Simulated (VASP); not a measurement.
The system is CuI.

```xyz
2
Lattice="0.0000 2.9081 3.1495 2.9081 0.0000 3.1495 2.9081 2.9081 0.0000" Properties=species:S:1:pos:R:3 pbc="T T T"
Cu    0.0000    0.0000    0.0000
I     1.4541    1.4541    1.5747
```

This cell differs from its parent crystal: epitaxial xy strain -3.5%.

Base run:

```yaml
Program: VASP 6.6.1
Functional: r2SCAN
Potentials_or_basis: VASP PAW PBE potentials, release 64 (Cu, I)
Cutoff: 520 eV
k_mesh: 8 × 8 × 8
Occupations: gaussian, width 0.01 eV
Spin: no spin polarisation
```

Its results: band gap on the k mesh 1.69 eV, direct; pressure 1.1 GPa.

Problem. The run is repeated on the same cell with these changes: functional from r2SCAN to PBE; occupations from gaussian, width 0.01 eV to fermi-dirac, width 0.02 eV. What comes out?

Solution. Band gap on the k mesh 1.21 eV, direct; pressure 2.3 GPa.

Caveats: spin-orbit coupling is left out, which moves the levels of the heavy elements; the PAW data sets were made with another functional, which shifts forces and pressure a little (some runs).

